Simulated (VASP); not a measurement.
A run of VASP 6.6.1 is set up as follows.

The input POSCAR:

```
ScAl3
1.0
    4.1259900555      0.0000000000      0.0000000000
    0.0000000000      4.1259900555      0.0000000000
    0.0000000000      0.0000000000      4.1259900555
Sc Al
1 3
Direct
    0.0000000000      0.0000000000      0.0000000000
    0.5000000000      0.0000000000      0.5000000000
    0.0000000000      0.5000000000      0.5000000000
    0.5000000000      0.5000000000      0.0000000000
```

Contents of INCAR.step1:

```
SYSTEM = ScAl3
ALGO     = Normal         ! electronic algorithm
EDIFF    = 1E-4           ! SCF threshold, eV
ENCUT    = 520            ! plane-wave cutoff, eV
GGA      = PE             ! functional
ISMEAR   = 0              ! smearing method
LASPH    = .True.         ! aspherical terms in the spheres
LCHARG   = .False.        ! write CHGCAR
LREAL    = .False.        ! projectors in reciprocal space
LWAVE    = .True.         ! write WAVECAR
NBANDS   = 18             ! bands
NELM     = 60             ! most SCF steps
PREC     = Accurate       ! precision mode
SIGMA    = 0.1            ! smearing width, eV
```

Contents of INCAR.step2:

```
SYSTEM = ScAl3
ALGO     = Normal         ! electronic algorithm
EDIFF    = 1E-7           ! SCF threshold, eV
ENCUT    = 520            ! plane-wave cutoff, eV
ISIF     = 2              ! what is computed and relaxed
ISMEAR   = 0              ! smearing method
ISTART   = 1            
LASPH    = .True.         ! aspherical terms in the spheres
LCHARG   = .False.        ! write CHGCAR
LMIXTAU  = .True.       
LREAL    = .False.        ! projectors in reciprocal space
LWAVE    = .False.        ! write WAVECAR
METAGGA  = R2SCAN         ! meta-GGA
NBANDS   = 18             ! bands
NELM     = 60             ! most SCF steps
PREC     = Accurate       ! precision mode
SIGMA    = 0.1            ! smearing width, eV
```

The input KPOINTS:

```
k-points
0
Gamma
  10 10 10
  0 0 0
```

Potentials or basis: VASP PAW PBE potentials, release 64 (Sc_sv, Al).

Command:

```console
$ cat potpaw_PBE.64/Sc_sv/POTCAR potpaw_PBE.64/Al/POTCAR > POTCAR
$ cp INCAR.step1 INCAR
$ mpirun -np 1 vasp_std > vasp.out
$ cp INCAR.step2 INCAR
$ mpirun -np 1 vasp_std > vasp.out
```

Q: Estimate the pressure.

A: -2.6 GPa.

Q: Predict the band gap on the k mesh.

A: Zero (band 10 reaches 8.00 eV, above the bottom of band 11 at 3.82 eV).

Caveat: the PAW data sets were made with another functional, which shifts forces and pressure a little.
